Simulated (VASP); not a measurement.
# Au (Fm-3m) in VASP: notebook

Au is run at these levels: r2SCAN+D3(BJ); tasks: single point.

All numbers are computed with VASP 6.6.1; they aren't measurements. Logs are shortened: lines on timing, memory, paths and dates and some standing lists are left out, and cuts for length are marked.

## 1. The cell of the first run

It takes space group Fm-3m (No. 225, cubic). The conventional cell has a = 4.070 Å, b = 4.070 Å, c = 4.070 Å, α = 90.00°, β = 90.00°, γ = 90.00°. Within 3.8 Å of Au (site symmetry m-3m) lie 12 Au at 2.88 Å.

## 2. Single point, r2SCAN+D3(BJ)

POSCAR

```
Au
1.0
    0.0000000000      2.0350000000      2.0350000000
    2.0350000000      0.0000000000      2.0350000000
    2.0350000000      2.0350000000      0.0000000000
Au
1
Direct
    0.0000000000      0.0000000000      0.0000000000
```

INCAR.step1

```
ALGO     = Normal         # electronic algorithm
EDIFF    = 1E-5           # SCF threshold, eV
ENCUT    = 550            # plane-wave cutoff, eV
GGA      = PE             # functional
GGA_COMPAT= F            
ISMEAR   = -1             # smearing method
LASPH    = T              # aspherical terms in the spheres
LCHARG   = F              # write CHGCAR
LREAL    = F              # projectors in reciprocal space
LWAVE    = T              # write WAVECAR
NBANDS   = 12             # bands
NELM     = 120            # most SCF steps
PREC     = Accurate       # precision mode
SIGMA    = 0.1            # smearing width, eV
```

INCAR.step2

```
ALGO     = Normal         # electronic algorithm
EDIFF    = 1E-6           # SCF threshold, eV
ENCUT    = 550            # plane-wave cutoff, eV
GGA_COMPAT= F            
ISIF     = 2              # what is computed and relaxed
ISMEAR   = -1             # smearing method
ISTART   = 1            
IVDW     = 12             # dispersion correction
LASPH    = T              # aspherical terms in the spheres
LCHARG   = T              # write CHGCAR
LELF     = T              # ELF
LMIXTAU  = T            
LREAL    = F              # projectors in reciprocal space
LVHAR    = T            
LWAVE    = F              # write WAVECAR
METAGGA  = R2SCAN         # meta-GGA
NBANDS   = 12             # bands
NELM     = 120            # most SCF steps
PREC     = Accurate       # precision mode
SIGMA    = 0.1            # smearing width, eV
VDW_A1   = 0.49484001   
VDW_A2   = 5.73083694   
VDW_S6   = 1.0          
VDW_S8   = 0.78981345
```

KPOINTS

```
k-points
0
Gamma
  10 10 10
```

Potentials or basis: VASP PAW PBE potentials, release 64 (Au).

Launch:

```bash
$ cat potpaw_PBE.64/Au/POTCAR > POTCAR
$ cp INCAR.step1 INCAR
$ mpirun -np 1 vasp_std > vasp.out
$ cp INCAR.step2 INCAR
$ mpirun -np 1 vasp_std > vasp.out
```

OUTCAR:

```text
EDIFF = 1E-6
   ENCUT = 550
   ISIF = 2
   ISMEAR = -1
   ISTART = 1
   IVDW = 12
   LASPH = T
   LREAL = F
   METAGGA = R2SCAN
   NELM = 120
   PREC = Accurate
 IVDW          = 12

 ion  position               nearest neighbor table
   1  0.000  0.000  0.000-

  LATTYP: Found a face centered cubic cell.
 ALAT       =     4.0700000000

  Lattice vectors:

 A1 = (   0.0000000000,   2.0350000000,   2.0350000000)
 A2 = (   2.0350000000,   0.0000000000,   2.0350000000)
 A3 = (   2.0350000000,   2.0350000000,   0.0000000000)

Analysis of symmetry for initial positions (statically):
=====================================================================
 Subroutine PRICEL returns:
 Original cell was already a primitive cell.

 Routine SETGRP: Setting up the symmetry group for a
 face centered cubic supercell.

 Subroutine GETGRP returns: Found 48 space group operations
 (whereof 48 operations were pure point group operations)
 out of a pool of 48 trial point group operations.

The static configuration has the point symmetry O_h .

Analysis of symmetry for dynamics (positions and initial velocities):
=====================================================================
 Subroutine PRICEL returns:
 Original cell was already a primitive cell.

 Routine SETGRP: Setting up the symmetry group for a
 face centered cubic supercell.

 Subroutine GETGRP returns: Found 48 space group operations
 (whereof 48 operations were pure point group operations)
 out of a pool of 48 trial point group operations.

The dynamic configuration has the point symmetry O_h .

 Subroutine INISYM returns: Found 48 space group operations
 (whereof 48 operations are pure point group operations),
 and found     1 'primitive' translations

----------------------------------------------------------------------------------------

                                     Primitive cell

  volume of cell :      16.8548

  direct lattice vectors                    reciprocal lattice vectors
     0.000000000  2.035000000  2.035000000    -0.245700246  0.245700246  0.245700246
     2.035000000  0.000000000  2.035000000     0.245700246 -0.245700246  0.245700246
     2.035000000  2.035000000  0.000000000     0.245700246  0.245700246 -0.245700246

  length of vectors
     2.877924599  2.877924599  2.877924599     0.425565309  0.425565309  0.425565309

  position of ions in fractional coordinates (direct lattice)
     0.000000000  0.000000000  0.000000000

  ion indices of the primitive-cell ions
   primitive index   ion index
                 1           1

----------------------------------------------------------------------------------------

 KPOINTS: k-points

Automatic generation of k-mesh.
 Grid dimensions read from file:
 generate k-points for:   10   10   10

 Generating k-lattice:

  Cartesian coordinates                     Fractional coordinates (reciprocal lattice)
    -0.024570025  0.024570025  0.024570025     0.100000000  0.000000000  0.000000000
     0.024570025 -0.024570025  0.024570025     0.000000000  0.100000000  0.000000000
     0.024570025  0.024570025 -0.024570025     0.000000000  0.000000000  0.100000000

  Length of vectors
     0.042556531  0.042556531  0.042556531

  Shift w.r.t. Gamma in fractional coordinates (k-lattice)
     0.000000000  0.000000000  0.000000000

 Subroutine IBZKPT returns following result:
 ===========================================

 Found     47 irreducible k-points:

 Following reciprocal coordinates:
            Coordinates               Weight
  0.000000  0.000000  0.000000      1.000000
  0.100000  0.000000  0.000000      8.000000
  0.200000  0.000000  0.000000      8.000000
  0.300000  0.000000  0.000000      8.000000
  0.400000  0.000000  0.000000      8.000000
  0.500000  0.000000  0.000000      4.000000
[... 16 lines left out ...]
  0.300000  0.300000  0.000000      6.000000
  0.400000  0.300000  0.000000     24.000000
 [... further k-points ...]
   k-points           NKPTS =     47   k-points in BZ     NKDIM =     47   number of bands    NBANDS=     12
   number of dos      NEDOS =    301   number of ions     NIONS =      1
   total plane-waves  NPLWV =  13824
   dimension x,y,z NGX =    24 NGY =   24 NGZ =   24
   dimension x,y,z NGXF=    48 NGYF=   48 NGZF=   48
   ions per type =               1
   NGX,Y,Z   is equivalent  to a cutoff of  13.86, 13.86, 13.86 a.u.
   NGXF,Y,Z  is equivalent  to a cutoff of  27.73, 27.73, 27.73 a.u.
 SYSTEM =  unknown system
   PREC   = accura    normal or accurate (medium, high low for compatibility)
   ISTART =      1    job   : 0-new  1-cont  2-samecut
   ICHARG =      0    charge: 1-file 2-atom 10-const
   ISPIN  =      1    spin polarized calculation?
   LNONCOLLINEAR =      F non collinear calculations
   LSORBIT =      F    spin-orbit coupling
   LASPH  =      T    aspherical Exc in radial PAW
   ENCUT  =  550.0 eV  40.42 Ry    6.36 a.u.   5.50  5.50  5.50*2*pi/ulx,y,z
   NELM   =    120;   NELMIN=  2; NELMDL=  0     # of ELM steps
   EDIFF  = 0.1E-05   stopping-criterion for ELM
   LREAL  =      F    real-space projection
   EDIFFG = 0.1E-04   stopping-criterion for IOM
   NSW    =      0    number of steps for IOM
   IBRION =     -1    ionic relax: 0-MD 1-quasi-New 2-CG
   NFREE  =      0    steps in history (QN), initial steepest desc. (CG)
   ISIF   =      2    stress and relaxation
   ISYM   =      2    0-nonsym 1-usesym 2-fastsym
   POTIM  = 0.5000    time-step for ionic-motion
   TEBEG  =    0.0;   TEEND  =   0.0 temperature during run
   PSTRESS=    0.0 pullay stress
   NELECT =      11.0000    total number of electrons
   NUPDOWN=      -1.0000    fix difference up-down
   EMIN   =  10.00;   EMAX   =-10.00  energy-range for DOS
   EFERMI =   0.00;   METHOD = LEGACY
   ISMEAR =    -1;   SIGMA  =   0.10  broadening in eV -4-tet -1-fermi 0-gaus
   EFERMI_NEDOS =   21; number of points for ismear=-14 and -15
   IALGO  =     38    algorithm
   IMIX   =      4    mixing-type and parameters
     AMIX     =   0.40;   BMIX     =  1.00
     AMIX_MAG =   1.60;   BMIX_MAG =  1.00
  volume/ion in A,a.u.               =      16.85       113.74
  Fermi-wavevector in a.u.,A,eV,Ry     =   1.420032  2.683470 27.436005  2.016489
  Thomas-Fermi vector in A             =   2.540990
   LORBIT       =      0    0 simple, 1 ext, 2 COOP (PROOUT), +10 PAW based schemes
   METAGGA = R2SCAN    functional components
   LHFCALC =     F    Hartree Fock is set to
   AEXX    =    0.0000 exact exchange contribution
   IVDW    =    12    specifies the selected vdW correction
   LEPSILON=     F    determine dielectric tensor
   LRPA    =     F    only Hartree local field effects (RPA)
 non-spin polarized calculation
  energy-cutoff  :      550.00
  volume of cell :       16.85
 maximum number of plane-waves:       531
 NGX is ok and might be reduce to    24
   NGX = 11   NGY = 11   NGZ = 11

 number of electron      10.9999999 magnetization

 Free energy of the ion-electron system (eV)
  ---------------------------------------------------
  ext. energy  EPLUGINS =         0.00000000
  ---------------------------------------------------
  free energy    TOTEN  =       -50.56427189 eV

  energy without entropy =      -50.54863739  energy(sigma->0) =      -50.55645464

 E-fermi :   9.5004     XC(G=0): -13.7062

 val. band max:        9.3455511790   @ k =   0.5000   0.2000   0.1000
 cond. band min:       9.5972798493   @ k =   0.5000   0.3000   0.1000
 fundamental gap:      0.2517286703
 Fermi energy:         9.5003968989

 k-point     1 :       0.0000    0.0000    0.0000
  band No.  band energies     occupation
      1      -0.7050      2.00000
      2       4.5020      2.00000
      3       4.5020      2.00000
      4       4.5020      2.00000
      5       6.0669      2.00000
      6       6.0669      2.00000
      7      24.8190      0.00000
      8      28.9824      0.00000
      9      28.9824      0.00000
     10      28.9824      0.00000
     11      34.3033      0.00000
     12      38.8837      0.00000

 k-point     2 :       0.1000    0.0000    0.0000
  band No.  band energies     occupation
      1      -0.3438      2.00000
      2       4.3940      2.00000
      3       4.6204      2.00000
      4       4.6204      2.00000
      5       6.0200      2.00000
      6       6.0200      2.00000
      7      25.1963      0.00000
      8      27.0565      0.00000
      9      29.4019      0.00000
     10      29.4019      0.00000
     11      34.8344      0.00000
     12      37.1630      0.00000

 k-point     3 :       0.2000    0.0000    0.0000
  band No.  band energies     occupation
      1       0.6119      2.00000
      2       4.2710      2.00000
      3       4.7980      2.00000
      4       4.7980      2.00000
      5       6.0696      2.00000
      6       6.0696      2.00000
      7      23.2954      0.00000
      8      26.0743      0.00000
      9      30.3313      0.00000
     10      30.3313      0.00000
     11      32.5016      0.00000
     12      34.4858      0.00000

 k-point     4 :       0.3000    0.0000    0.0000
  band No.  band energies     occupation
      1       1.5522      2.00000
      2       4.7170      2.00000
      3       4.7170      2.00000
      4       4.8718      2.00000
      5       6.5210      2.00000
      6       6.5210      2.00000
      7      19.2334      0.00000
      8      25.5503      0.00000
      9      29.8919      0.00000
     10      29.8919      0.00000
     11      33.1159      0.00000
     12      33.7889      0.00000

 k-point     5 :       0.4000    0.0000    0.0000
  band No.  band energies     occupation
      1       1.8072      2.00000
      2       4.5336      2.00000
      3       4.5336      2.00000
      4       6.8516      2.00000
      5       7.0902      2.00000
      6       7.0902      2.00000
      7      15.1981      0.00000
      8      24.6556      0.00000
      9      28.2304      0.00000
     10      28.2304      0.00000
     11      35.0004      0.00000
     12      35.0004      0.00000
[... 228 lines left out ...]
      1       2.8396      2.00000
      2       4.1313      2.00000
      3       4.5972      2.00000
      4       5.2424      2.00000
      5       6.3090      2.00000
      6       9.1813      1.92098
      7      17.3129      0.00000
      8      21.5871      0.00000
      9      26.6546      0.00000
     10      28.6342      0.00000
     11      32.6666      0.00000
     12      36.2578      0.00000

 k-point    22 :      -0.2000    0.2000    0.0000
  band No.  band energies     occupation
      1       2.3484      2.00000
      2       3.8587      2.00000
      3       4.6221      2.00000
      4       5.4084      2.00000
      5       5.5857      2.00000
      6       7.7859      2.00000
      7      20.6511      0.00000
      8      22.6942      0.00000
      9      27.6501      0.00000
     10      30.3075      0.00000
     11      31.4758      0.00000
     12      36.2626      0.00000

 k-point    23 :       0.3000    0.3000    0.0000
  band No.  band energies     occupation
      1       2.2605      2.00000
      2       3.0086      2.00000
      3       5.7082      2.00000
      4       6.2909      2.00000
      5       6.2909      2.00000
      6       6.8355      2.00000
      7      23.5405      0.00000
      8      23.5405      0.00000
      9      24.1778      0.00000
     10      26.8736      0.00000
     11      28.5503      0.00000
     12      37.9390      0.00000

 k-point    24 :       0.4000    0.3000    0.0000
  band No.  band energies     occupation
      1       2.4764      2.00000
      2       2.8748      2.00000
      3       5.7170      2.00000
      4       6.3931      2.00000
      5       7.2610      2.00000
      6       7.9992      2.00000
      7      19.8453      0.00000
      8      22.2905      0.00000
      9      22.5076      0.00000
     10      27.8089      0.00000
     11      30.0263      0.00000
     12      38.0455      0.00000

 [... further k-points ...]

------------------------ aborting loop because EDIFF is reached ----------------------------------------

 Edisp (eV)   -0.31894

 E8    (eV) :    -0.1138

  FORCE on cell =-STRESS in cart. coord.  units (eV):
  Direction    XX          YY          ZZ          XY          YZ          ZX
  --------------------------------------------------------------------------------------
  -------------------------------------------------------------------------------------
  Total       0.49577     0.49577     0.49577     0.00000    -0.00000     0.00000
  in kB      47.12711    47.12711    47.12711     0.00000    -0.00000     0.00000
  external pressure =       47.13 kB  Pullay stress =        0.00 kB

 VOLUME and BASIS-vectors are now :
 -----------------------------------------------------------------------------
  energy-cutoff  :      550.00
  volume of cell :       16.85
      direct lattice vectors                 reciprocal lattice vectors
     0.000000000  2.035000000  2.035000000    -0.245700246  0.245700246  0.245700246
     2.035000000  0.000000000  2.035000000     0.245700246 -0.245700246  0.245700246
     2.035000000  2.035000000  0.000000000     0.245700246  0.245700246 -0.245700246

 POSITION                                       TOTAL-FORCE (eV/Angst)
 -----------------------------------------------------------------------------------
      0.00000      0.00000      0.00000        -0.000000      0.000000     -0.000000
 -----------------------------------------------------------------------------------
    total drift:                               -0.000000     -0.000000     -0.000000

  FREE ENERGIE OF THE ION-ELECTRON SYSTEM (eV)
  ---------------------------------------------------
  free  energy   TOTEN  =       -50.8832088697 eV

  energy  without entropy=      -50.8675743704  energy(sigma->0) =      -50.87539162
```

Wall time 25 s (1 thread of Intel Xeon 6975P-C, shared host); peak memory 0.16 GiB.

What came out:

```yaml
Free_energy: -50.8832 eV
Pressure: 4.7 GPa
Dispersion_energy_per_atom: -0.319 eV
```

Caveat: three body term missing; the PAW data sets were made with another functional, which shifts forces and pressure a little; spin-orbit coupling is left out, which moves the levels of the heavy elements; pairwise dispersion overbinds metals, which lowers pressure and volume.

## 3. Single point, r2SCAN+D3(BJ)

This run uses another cell than the first one, of 17.44 Å³/atom, 1.035 times its volume.

POSCAR

```
Au
1.0
    0.0000000000      2.0581428645      2.0581428645
    2.0581428645      0.0000000000      2.0581428645
    2.0581428645      2.0581428645      0.0000000000
Au
1
Direct
    0.0000000000      0.0000000000      0.0000000000
```

INCAR.step1

```
SYSTEM = Au
PREC = Accurate ; ENCUT = 550
ISMEAR = -1 ; SIGMA = 0.1
LREAL = .FALSE. ; LASPH = .TRUE.
NELM = 120 ; NBANDS = 12
GGA = PE ; ALGO = Normal
EDIFF = 1E-5 ; LWAVE = .TRUE.
LCHARG = .FALSE. ; GGA_COMPAT = .FALSE.
```

INCAR.step2

```
SYSTEM = Au
PREC = Accurate ; ENCUT = 550
EDIFF = 1E-6 ; ISMEAR = -1
SIGMA = 0.1 ; LREAL = .FALSE.
LASPH = .TRUE. ; NELM = 120
ALGO = Normal ; ISIF = 2
LWAVE = .FALSE. ; LCHARG = .FALSE.
METAGGA = R2SCAN ; LMIXTAU = .TRUE.
IVDW = 12 ; VDW_S6 = 1.0
VDW_S8 = 0.78981345 ; VDW_A1 = 0.49484001
VDW_A2 = 5.73083694 ; NBANDS = 12
ISTART = 1 ; GGA_COMPAT = .FALSE.
```

KPOINTS

```
Automatic mesh
0
G
  10 10 10
  0 0 0
```

Potentials or basis: VASP PAW PBE potentials, release 64 (Au).

Launch:

```bash
$ cat potpaw_PBE.64/Au/POTCAR > POTCAR
$ cp INCAR.step1 INCAR
$ mpirun -np 1 vasp_std > vasp.out
$ cp INCAR.step2 INCAR
$ mpirun -np 1 vasp_std > vasp.out
```

Wall time 27 s (1 thread of Intel Xeon 6975P-C, shared host); peak memory 0.16 GiB.

The run converged. Its results:

```
Free energy                : -50.8895 eV
Pressure                   : -1.2 GPa
Dispersion energy per atom : -0.308 eV
```

Levels at points of the mesh, in eV from the Fermi level:
| k point | band 2 | band 3 | band 4 | band 5 | band 6 | band 7 | band 8 | band 9 | band 10 | band 11 |
| --- | --- | --- | --- | --- | --- | --- | --- | --- | --- | --- |
| (0.00, 0.00, 0.00) | -4.80 | -4.80 | -4.80 | -3.33 | -3.33 | 15.38 | 19.32 | 19.32 | 19.32 | 24.52 |
| (0.50, 0.00, 0.00) | -4.84 | -4.84 | -2.12 | -2.12 | -0.67 | 3.07 | 14.85 | 17.77 | 17.77 | 25.59 |
| (0.50, 0.50, 0.00) | -6.83 | -2.18 | -1.80 | -1.80 | 1.28 | 5.84 | 10.48 | 10.48 | 17.83 | 20.30 |

Caveat: three body term missing; the PAW data sets were made with another functional, which shifts forces and pressure a little; spin-orbit coupling is left out, which moves the levels of the heavy elements; pairwise dispersion overbinds metals, which lowers pressure and volume.
